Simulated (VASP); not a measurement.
CuAu: single point with PBEsol

The system is CuAu.

```xyz
2
Lattice="1.4526 0.8387 4.2844 -1.4526 0.8387 4.2844 0.0000 -1.6773 4.2844" Properties=species:S:1:pos:R:3 pbc="T T T"
Au    0.0000    0.0000    0.0000
Cu    0.0000    0.0000    6.4265
```

This cell differs from its parent crystal: volume scaled by 1.02.

```yaml
Program: VASP 6.6.1
Task: single point
Functional: PBEsol
Potentials_or_basis: VASP PAW PBE potentials, release 64 (Au, Cu)
Cutoff: 520 eV
k_mesh: 11 × 11 × 11
Occupations: fermi-dirac, width 0.05 eV
Spin: no spin polarisation
```

The pressure is -10.3 GPa. The band gap on the k mesh is zero (band 11 reaches 9.61 eV, above the bottom of band 12 at 5.50 eV).

Stress tensor (GPa, compression positive):
```
-10.69   0.00   0.00
  0.00 -10.69   0.00
  0.00   0.00  -9.42
```

Levels at points of the mesh, in eV from the Fermi level:
```csv
k point,band 9,band 10,band 11,band 12,band 13,band 14
"(0.00, 0.00, 0.00)",-2.13,-1.54,-1.54,-0.05,4.45,14.52
```

Run time: 76 s on 1 thread of Intel(R) Xeon(R) 6975P-C (Granite Rapids), with other jobs on the host, peak memory 0.26 GiB.

Caveat: the PAW data sets were made with another functional, which shifts forces and pressure a little; spin-orbit coupling is left out, which moves the levels of the heavy elements.
